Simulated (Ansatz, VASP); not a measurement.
## Two plane-wave programs on BaTiO3

```
Ba Ti O
1.0
     2.78202    1.60620    2.28376
    -2.78202    1.60620    2.28376
     0.00000   -3.21240    2.28376
Ba Ti O
1 1 3
Direct
  0.99679 0.99679 0.99679
  0.48333 0.48333 0.48333
  0.50983 0.50983 0.01942
  0.01942 0.50983 0.50983
  0.50983 0.01942 0.50983
```

Alike in both runs: task single point; functional r2SCAN; k mesh 6 × 6 × 6; no spin polarisation.

|  | VASP | Ansatz |
| --- | --- | --- |
| version | VASP 6.6.1 | Ansatz 0.2.0 |
| potentials or method | VASP PAW PBE potentials, release 64 (Ba_sv, Ti_sv, O) | plane waves, PAW |
| plane-wave cutoff (eV) | 520 | 500 |
| occupations | gaussian, width 0.01 eV | fixed |
| valence electrons in the cell | 40 | 40 |

```csv
,VASP,Ansatz,Ansatz less VASP
gap on the k mesh at the Fermi level (eV),3.03,3.06,+0.027
pressure (GPa),14.7,12.3,-2.41
"traceless stress, the component that is largest in VASP (GPa)",-0.72,-0.62,+0.104
rms of the force components (eV/Å),0.382,0.313,-0.0688
```

VASP's potentials were made for PBE, not for r2SCAN. Atom by atom the forces differ by 0.070 eV/Å (rms over components).

Spin-orbit coupling is off throughout.
